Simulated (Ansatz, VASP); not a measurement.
Pb: VASP beside Ansatz

File INCAR:

```
ALGO = Normal ; EDIFF = 1E-6
ENCUT = 520 ; GGA = PE
ISIF = 2 ; ISMEAR = 1
LASPH = T ; LCHARG = F
LREAL = F ; LWAVE = F
NBANDS = 13 ; NELM = 60
PREC = Accurate ; SIGMA = 0.3
```

File KPOINTS:

```
k-points
0
Gamma
  11 11 11
```

Contents of POSCAR:

```
Pb
1.0
    0.0000000000      2.5175937382      2.5175937382
    2.5175937382      0.0000000000      2.5175937382
    2.5175937382      2.5175937382      0.0000000000
Pb
1
Direct
    0.0000000000      0.0000000000      0.0000000000
```

Input for Ansatz:

```yaml
crystal:
  lattice:
    - [0.0, 2.5175937382, 2.5175937382]
    - [2.5175937382, 0.0, 2.5175937382]
    - [2.5175937382, 2.5175937382, 0.0]
  atoms:
    - { symbol: Pb, position: [0.0, 0.0, 0.0] }
hamiltonian:
  xc: pbe
  pseudopotentials:
    kind: paw
    azcp:
      Pb: "pseudopotentials/Pb.paw.azcp"
basis:
  ecutwfc: 420
  fft_grid_basis: typed
kpoints:
  mp_grid: { grid: [11, 11, 11], shift: [0, 0, 0] }
magnetization:
  spin_polarized: false
scf:
  occupations: { method: cold, width: 0.3 }
  lower_state_search: "off"
output:
  stress: true
```

Alike in both runs: task single point; functional PBE; k mesh 11 × 11 × 11; no spin polarisation.

```csv
,VASP,Ansatz
version,VASP 6.6.1,Ansatz 0.2.0
potentials or method,"VASP PAW PBE potentials, release 64 (Pb_d), cutoff 520 eV","plane waves (420 eV) with PAW, scalar-relativistic"
occupations,"methfessel-paxton of order 1, width 0.3 eV","cold, width 0.3 eV"
valence electrons in the cell,14,14
```

```csv
,VASP,Ansatz,Ansatz less VASP
pressure (GPa),-0.1,-0.1,+0.06
```

Neither program's run includes spin-orbit coupling.
